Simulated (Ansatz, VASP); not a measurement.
## Two plane-wave programs on Ti

Contents of INCAR:

```
PREC     = Accurate       # precision mode
ENCUT    = 600            # plane-wave cutoff, eV
EDIFF    = 1E-6           # SCF threshold, eV
ISMEAR   = -1             # smearing method
SIGMA    = 0.1            # smearing width, eV
LREAL    = F              # projectors in reciprocal space
LASPH    = T              # aspherical terms in the spheres
NELM     = 60             # most SCF steps
ALGO     = Normal         # electronic algorithm
ISIF     = 3              # what is computed and relaxed
LWAVE    = F              # write WAVECAR
LCHARG   = F              # write CHGCAR
GGA      = PE             # functional
IBRION   = 2              # ionic algorithm
NSW      = 80             # ionic steps
EDIFFG   = -0.01          # ionic threshold
```

The input KPOINTS:

```
regular mesh
0
Gamma
  13 13 13
```

POSCAR

```
Ti
1.0
   -1.6404466475      1.6404466475      1.6404466475
    1.6404466475     -1.6404466475      1.6404466475
    1.6404466475      1.6404466475     -1.6404466475
Ti
1
Direct
    0.0000000000      0.0000000000      0.0000000000
```

Input for Ansatz:

```yaml
crystal:
  lattice:
    - [-1.6404466475, 1.6404466475, 1.6404466475]
    - [1.6404466475, -1.6404466475, 1.6404466475]
    - [1.6404466475, 1.6404466475, -1.6404466475]
  atoms:
    - { symbol: Ti, position: [0.0, 0.0, 0.0] }
hamiltonian:
  xc: pbe
  pseudopotentials:
    kind: paw
    azcp:
      Ti: "pseudopotentials/Ti.paw.azcp"
basis:
  ecutwfc: 420
  fft_grid_basis: typed
kpoints:
  mp_grid: { grid: [13, 13, 13], shift: [0, 0, 0] }
magnetization:
  spin_polarized: false
scf:
  occupations: { method: fermi_dirac, width: 0.1 }
relax:
  max_steps: 60
  f_tol: 0.01
  cell: {}
```

Alike in both runs: task relaxation of cell and atoms; functional PBE; k mesh 13 × 13 × 13; occupations fermi-dirac, width 0.1 eV; no spin polarisation.

|  | VASP | Ansatz |
| --- | --- | --- |
| version | VASP 6.6.1 | Ansatz 0.2.0 |
| potentials or method | VASP PAW PBE potentials, release 64 (Ti_sv), cutoff 600 eV | plane waves (420 eV) with PAW, scalar-relativistic |
| valence electrons in the cell | 12 | 12 |

```tsv
	VASP	Ansatz	Ansatz less VASP
relaxed volume (Å³/atom)	17.28	17.33	+0.048
relaxed cell length with the largest relative difference (Å)	2.821	2.823	+0.0026
```
